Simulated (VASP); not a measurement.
Here is a VASP 6.6.1 calculation.

INCAR

```
SYSTEM = SiO2
ALGO = Normal
EDIFF = 1E-6
ENCUT = 520
GGA = PE
ISIF = 2
ISMEAR = 0
LASPH = .True.
LCHARG = .False.
LREAL = .False.
LWAVE = .False.
NBANDS = 25
NELM = 60
PREC = Accurate
SIGMA = 0.01
```

KPOINTS

```
k-points
0
Gamma
  6 6 6
  0 0 0
```

File POSCAR:

```
SiO2
1.0
   -2.5148829752      2.5148829752      3.6880260001
    2.5148829752     -2.5148829752      3.6880260001
    2.5148829752      2.5148829752     -3.6880260001
Si O
2 4
Direct
    0.0000000000      0.0000000000      0.0000000000
    0.7500000000      0.2500000000      0.5000000000
    0.9666512060      0.6250000000      0.8416512060
    0.3750000000      0.2166512060      0.3416512060
    0.7833487940      0.1250000000      0.1583487940
    0.8750000000      0.0333487940      0.6583487940
```

Potentials or basis: VASP PAW PBE potentials, release 64 (Si, O).

The run is started by

```sh
$ cat potpaw_PBE.64/Si/POTCAR potpaw_PBE.64/O/POTCAR > POTCAR
$ mpirun -np 1 vasp_std > vasp.out
```

Task: What does it give for the band gap on the k mesh?

Result: 5.73 eV.

Task: Predict the largest force.

Result: 0.004 eV/Å.

Forces on the atoms (eV/Å):
```
Si   0.000  0.000  0.000
Si   0.000  0.000  0.000
O    0.000 -0.004  0.000
O   -0.004  0.000  0.000
O    0.000  0.004  0.000
O    0.004  0.000  0.000
```

A k mesh can miss the band edges.
